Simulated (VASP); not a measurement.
Here is a VASP 6.6.1 calculation.

File INCAR:

```
PREC = Accurate ; ENCUT = 500
EDIFF = 1E-7 ; ISMEAR = 0
SIGMA = 0.1 ; LREAL = F
LASPH = T ; NELM = 120
ALGO = Normal ; ISIF = 3
LWAVE = F ; LCHARG = F
GGA = PE ; IBRION = 2
NSW = 90 ; EDIFFG = -0.04
GGA_COMPAT = F ; NELMIN = 4
```

The input KPOINTS:

```
Automatic mesh
0
Gamma
  4 4 4
```

POSCAR

```
BiS2
1.0
    6.1596017476      0.0000000000      0.0000000000
    0.0000000000      6.1596017476      0.0000000000
    0.0000000000      0.0000000000      4.3869753512
Bi S
2 4
Direct
    0.0000000000      0.0000000000      0.0000000000
    0.5000000000      0.5000000000      0.5000000000
    0.3157753436      0.3157753436      0.0000000000
    0.6842246564      0.6842246564      0.0000000000
    0.1842246564      0.8157753436      0.5000000000
    0.8157753436      0.1842246564      0.5000000000
```

Potentials or basis: VASP PAW PBE potentials, release 64 (Bi_d, S).

Command:

```sh
$ cat potpaw_PBE.64/Bi_d/POTCAR potpaw_PBE.64/S/POTCAR > POTCAR
$ mpirun -np 1 vasp_std > vasp.out
```

Q: Predict the relaxed volume.

A: 27.87 Å³/atom.

Q: Estimate the relaxed cell.

A: a = 6.150 Å, b = 6.150 Å, c = 4.422 Å, α = 90.00°, β = 90.00°, γ = 90.00°.

Final structure:
```xyz
6
Lattice="6.1500 0.0000 0.0000 0.0000 6.1500 0.0000 0.0000 0.0000 4.4217" Properties=species:S:1:pos:R:3 pbc="T T T"
Bi    0.0000    0.0000    0.0000
Bi    3.0750    3.0750    2.2108
S     1.9247    1.9247    0.0000
S     4.2253    4.2253    0.0000
S     1.1503    4.9996    2.2108
S     4.9996    1.1503    2.2108
```
